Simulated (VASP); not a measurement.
# CaMg (P-6m2) in VASP: a series of runs

Runs on CaMg. Level: LDA. Tasks: single point.

All numbers are computed with VASP 6.6.1; they aren't measurements. Logs are shortened: lines on timing, memory, paths and dates and some standing lists are left out, and cuts for length are marked.

## 1. The cell of the first run

The structure is hexagonal, space group P-6m2 (No. 187). The conventional cell has a = 3.609 Å, b = 3.609 Å, c = 5.808 Å, α = 90.00°, β = 90.00°, γ = 120.00°. Ca (site symmetry -6m2) has 6 Mg at 3.57 Å and 6 Ca at 3.61 Å within 4.7 Å. Within 4.7 Å of Mg (site symmetry -6m2) lie 6 Ca at 3.57 Å and 6 Mg at 3.61 Å.

## 2. Single point, LDA

Input file INCAR:

```
SYSTEM = CaMg
ALGO = Fast
EDIFF = 1E-6
ENCUT = 520
ISIF = 2
ISMEAR = 0
LASPH = .True.
LCHARG = .False.
LREAL = .False.
LWAVE = .False.
NBANDS = 13
NELM = 100
PREC = Accurate
SIGMA = 0.15
```

Input file KPOINTS:

```
k-points
0
Gamma
  18 18 10
  0 0 0
```

Input file POSCAR:

```
CaMg
1.0
    3.6089449939      0.0000000000      0.0000000000
   -1.8044724970      3.1254380456      0.0000000000
    0.0000000000      0.0000000000      5.8081799098
Ca Mg
1 1
Direct
    0.0000000000      0.0000000000      0.5000000000
    0.6666666667      0.3333333333      0.0000000000
```

Potentials or basis: VASP PAW LDA potentials, release 64 (Ca_sv, Mg).

The run is started by

```sh
> cat potpaw_LDA.64/Ca_sv/POTCAR potpaw_LDA.64/Mg/POTCAR > POTCAR
> mpirun -np 1 vasp_std > vasp.out
```

OUTCAR:

```text
SYSTEM = CaMg
   EDIFF = 1E-6
   ENCUT = 520
   ISIF = 2
   ISMEAR = 0
   LASPH = .True.
   LREAL = .False.
   NELM = 100
   PREC = Accurate

 ion  position               nearest neighbor table
   1  0.000  0.000  0.500-
   2  0.667  0.333  0.000-

  LATTYP: Found a hexagonal cell.
 ALAT       =     3.6089449939
 C/A-ratio  =     1.6093844377

  Lattice vectors:

 A1 = (   3.6089449939,   0.0000000000,   0.0000000000)
 A2 = (  -1.8044724970,   3.1254380456,   0.0000000000)
 A3 = (   0.0000000000,   0.0000000000,   5.8081799098)

Analysis of symmetry for initial positions (statically):
=====================================================================
 Subroutine PRICEL returns:
 Original cell was already a primitive cell.

 Routine SETGRP: Setting up the symmetry group for a
 hexagonal supercell.

 Subroutine GETGRP returns: Found 12 space group operations
 (whereof 12 operations were pure point group operations)
 out of a pool of 24 trial point group operations.

The static configuration has the point symmetry D_3h.

Analysis of symmetry for dynamics (positions and initial velocities):
=====================================================================
 Subroutine PRICEL returns:
 Original cell was already a primitive cell.

 Routine SETGRP: Setting up the symmetry group for a
 hexagonal supercell.

 Subroutine GETGRP returns: Found 12 space group operations
 (whereof 12 operations were pure point group operations)
 out of a pool of 24 trial point group operations.

The dynamic configuration has the point symmetry D_3h.

 Subroutine INISYM returns: Found 12 space group operations
 (whereof 12 operations are pure point group operations),
 and found     1 'primitive' translations

----------------------------------------------------------------------------------------

                                     Primitive cell

  volume of cell :      65.5136

  direct lattice vectors                    reciprocal lattice vectors
     3.608944994  0.000000000  0.000000000     0.277089288  0.159977575  0.000000000
    -1.804472497  3.125438046  0.000000000     0.000000000  0.319955150  0.000000000
     0.000000000  0.000000000  5.808179910     0.000000000  0.000000000  0.172170975

  length of vectors
     3.608944994  3.608944994  5.808179910     0.319955150  0.319955150  0.172170975

  position of ions in fractional coordinates (direct lattice)
     0.000000000  0.000000000  0.500000000
[... 83 lines left out ...]
   NFREE  =      0    steps in history (QN), initial steepest desc. (CG)
   ISIF   =      2    stress and relaxation
   ISYM   =      2    0-nonsym 1-usesym 2-fastsym
   POTIM  = 0.5000    time-step for ionic-motion
   TEBEG  =    0.0;   TEEND  =   0.0 temperature during run
   PSTRESS=    0.0 pullay stress
   NELECT =      12.0000    total number of electrons
   NUPDOWN=      -1.0000    fix difference up-down
   EMIN   =  10.00;   EMAX   =-10.00  energy-range for DOS
   EFERMI =   0.00;   METHOD = LEGACY
   ISMEAR =     0;   SIGMA  =   0.15  broadening in eV -4-tet -1-fermi 0-gaus
   EFERMI_NEDOS =   21; number of points for ismear=-14 and -15
   IALGO  =     68    algorithm
   IMIX   =      4    mixing-type and parameters
     AMIX     =   0.40;   BMIX     =  1.00
     AMIX_MAG =   1.60;   BMIX_MAG =  1.00
  volume/ion in A,a.u.               =      32.76       221.05
  Fermi-wavevector in a.u.,A,eV,Ry     =   0.929733  1.756940 11.760919  0.864403
  Thomas-Fermi vector in A             =   2.056047
   LORBIT       =      0    0 simple, 1 ext, 2 COOP (PROOUT), +10 PAW based schemes
   GGA     = CA    functional components
   LHFCALC =     F    Hartree Fock is set to
   AEXX    =    0.0000 exact exchange contribution
   IVDW    =     0    specifies the selected vdW correction
   LEPSILON=     F    determine dielectric tensor
   LRPA    =     F    only Hartree local field effects (RPA)
 non-spin polarized calculation
 RMM-DIIS sequential band-by-band and
 Gauss-broadening in eV      SIGMA  =   0.15
  energy-cutoff  :      520.00
  volume of cell :       65.51
 maximum number of plane-waves:      1792
 NGX is ok and might be reduce to    28

 number of electron      12.0000001 magnetization

 Free energy of the ion-electron system (eV)
  ---------------------------------------------------
  ext. energy  EPLUGINS =         0.00000000
  ---------------------------------------------------
  free energy    TOTEN  =        -3.91857357 eV

  energy without entropy =       -3.90196020  energy(sigma->0) =       -3.91026689

 E-fermi :   1.9237     XC(G=0):  -8.2187

 val. band max:        1.9187740655   @ k =   0.3333   0.2778   0.4000
 cond. band min:       1.9295789697   @ k =   0.1111  -0.0000   0.1000
 fundamental gap:      0.0108049043
 Fermi energy:         1.9237344187

 k-point     1 :       0.0000    0.0000    0.0000
  band No.  band energies     occupation
      1     -39.3167      2.00000
      2     -20.6100      2.00000
      3     -20.5052      2.00000
      4     -20.5052      2.00000
      5      -3.2295      2.00000
      6       0.8586      2.00000
      7       1.3924      2.00000
      8       4.4693      0.00000
      9       4.4693      0.00000
     10       5.7945      0.00000
     11       5.7945      0.00000
     12       6.0784      0.00000
     13      11.4043      0.00000
[... 354 lines left out ...]
  band No.  band energies     occupation
      1     -39.2884      2.00000
      2     -20.7392      2.00000
      3     -20.5801      2.00000
      4     -20.5720      2.00000
      5      -0.1089      2.00000
      6       1.3771      2.00000
      7       2.2782      0.00083
      8       2.6924      0.00000
      9       4.5867      0.00000
     10       4.9926      0.00000
     11       5.9572      0.00000
     12       6.2627      0.00000
     13       6.9638      0.00000

 [... further k-points ...]
[... 5 lines left out ...]
  --------------------------------------------------------------------------------------
  -------------------------------------------------------------------------------------
  Total       -0.5300505     -0.5300505     -1.5054909      0.0000000      0.0000000      0.0000000
  in kB      -12.9627349    -12.9627349    -36.8177716      0.0000000      0.0000000      0.0000000
  external PRESSURE =     -20.9144138 kB  Pullay stress =       0.0000000 kB

 VOLUME and BASIS-vectors are now :
 -----------------------------------------------------------------------------
  energy-cutoff  :      520.00
  volume of cell :       65.51
      direct lattice vectors                 reciprocal lattice vectors
     3.608944994  0.000000000  0.000000000     0.277089288  0.159977575  0.000000000
    -1.804472497  3.125438046  0.000000000     0.000000000  0.319955150  0.000000000
     0.000000000  0.000000000  5.808179910     0.000000000  0.000000000  0.172170975

 POSITION                                       TOTAL-FORCE (eV/Angst)
 -----------------------------------------------------------------------------------
      0.00000      0.00000      2.90409         0.000000     -0.000000      0.000000
      1.80447      1.04181      0.00000        -0.000000      0.000000      0.000000
 -----------------------------------------------------------------------------------
    total drift:                                0.000000     -0.000000      0.000000

  FREE ENERGIE OF THE ION-ELECTRON SYSTEM (eV)
  ---------------------------------------------------
  free  energy   TOTEN  =        -3.9185735738 eV

  energy  without entropy=       -3.9019601982  energy(sigma->0) =       -3.91026689
```

OSZICAR:

```text
N       E                     dE             d eps       ncg     rms          rms(c)
DAV:   1     0.759440824780E+02    0.75944E+02   -0.56622E+03  5772   0.779E+02
DAV:   2    -0.462573028562E-01   -0.75990E+02   -0.74756E+02  6667   0.210E+02
DAV:   3    -0.400719777495E+01   -0.39609E+01   -0.39171E+01 10813   0.374E+01
DAV:   4    -0.409562171073E+01   -0.88424E-01   -0.88329E-01  6804   0.500E+00
DAV:   5    -0.409755959502E+01   -0.19379E-02   -0.19375E-02  8930   0.604E-01    0.236E+00
RMM:   6    -0.392513589780E+01    0.17242E+00   -0.12838E-01  6791   0.198E+00    0.154E+00
RMM:   7    -0.392072597918E+01    0.44099E-02   -0.28388E-02  8338   0.115E+00    0.866E-01
RMM:   8    -0.391829220164E+01    0.24338E-02   -0.10187E-02  8217   0.111E+00    0.383E-02
RMM:   9    -0.391848839525E+01   -0.19619E-03   -0.25313E-03  9253   0.432E-01    0.289E-02
RMM:  10    -0.391854408468E+01   -0.55689E-04   -0.61062E-04  9157   0.169E-01    0.921E-03
RMM:  11    -0.391856001610E+01   -0.15931E-04   -0.19256E-04  9408   0.862E-02    0.269E-03
RMM:  12    -0.391856855351E+01   -0.85374E-05   -0.70063E-05  9599   0.445E-02    0.231E-03
RMM:  13    -0.391857181080E+01   -0.32573E-05   -0.28349E-05  8634   0.207E-02    0.393E-03
RMM:  14    -0.391857294035E+01   -0.11296E-05   -0.11387E-05  7374   0.119E-02    0.102E-03
RMM:  15    -0.391857357378E+01   -0.63342E-06   -0.56239E-06  6291   0.719E-03
   1 F= -.39185736E+01 E0= -.39102669E+01  d E =-.166134E-01
```

stdout:

```text
POSCAR found type information on POSCAR CaMg
 POSCAR found :  2 types and       2 ions
 scaLAPACK will be used
 LDA part: xc-table for (Slater(with rela. corr.)+CA(PZ))
 , standard interpolation
 POSCAR, INCAR and KPOINTS ok, starting setup
 FFT: planning ... GRIDC
 FFT: planning ... GRID_SOFT
 FFT: planning ... GRID
 WAVECAR not read
 entering main loop
WARNING in EDDRMM: call to ZHEGV failed, returncode =   8  4      8
WARNING in EDDRMM: call to ZHEGV failed, returncode =   6  3      6
```

It took 7.4 min on 1 thread of Intel Xeon 8259CL, shared host; peak memory 0.34 GiB.

Results:

```yaml
Free_energy: -3.9186 eV
Pressure: -2.1 GPa
Band_gap_on_the_k_mesh: zero (bands 6 and 7 overlap by 0.80 eV)
```

## 3. Single point, LDA

This run uses another cell than the first one, of the same volume but with other edges.

Input file INCAR:

```
PREC = Accurate
ENCUT = 520
EDIFF = 1E-6
ISMEAR = 0
SIGMA = 0.15
LREAL = False
LASPH = True
NELM = 60
ALGO = Fast
ISIF = 2
LWAVE = False
LCHARG = False
GGA = CA
NBANDS = 13
```

Input file KPOINTS:

```
Automatic mesh
0
Gamma
  18 18 10
```

Input file POSCAR:

```
CaMg
1.0
    3.3609514967      0.0000000000      0.0000000000
   -1.6804757483      2.9106693770      0.0000000000
    0.0000000000      0.0000000000      6.6969351857
Ca Mg
1 1
Direct
    0.0000000000      0.0000000000      0.5000000000
    0.6666666667      0.3333333333      0.0000000000
```

Potentials or basis: VASP PAW LDA potentials, release 64 (Ca_sv, Mg).

The run is started by

```sh
> cat potpaw_LDA.64/Ca_sv/POTCAR potpaw_LDA.64/Mg/POTCAR > POTCAR
> mpirun -np 1 vasp_std > vasp.out
```

It took 8.5 min on 1 thread of Intel Xeon 8259CL, shared host; peak memory 0.33 GiB.

The run converged. Its results:

| Quantity | Value |
| --- | --- |
| Free energy | -3.5746 eV |
| Pressure | -1.5 GPa |
| Band gap on the k mesh | zero (bands 6 and 7 overlap by 1.73 eV) |

Stress tensor (GPa, compression positive):
```
 1.61  0.00  0.00
 0.00  1.61  0.00
 0.00  0.00 -7.71
```

Levels at points of the mesh, in eV from the Fermi level:
```
           k point  band 2  band 3  band 4  band 5  band 6  band 7  band 8  band 9  band 10  band 11
(0.00, 0.00, 0.00)  -22.47  -22.28  -22.28   -5.16   -2.06   -1.22    2.65    2.65     2.74     4.37
(0.50, 0.00, 0.00)  -22.76  -22.40  -22.39   -1.16   -0.67    0.25    0.31    2.85     3.19     3.73
(0.00, 0.00, 0.50)  -22.47  -22.28  -22.28   -4.68   -3.61    0.31    2.65    2.65     2.87     4.36
(0.50, 0.00, 0.50)  -22.76  -22.40  -22.39   -0.96   -0.50   -0.42    0.91    2.12     2.43     3.68
```

Caveat: the stress differs along the axes, from -8 to 2 GPa.
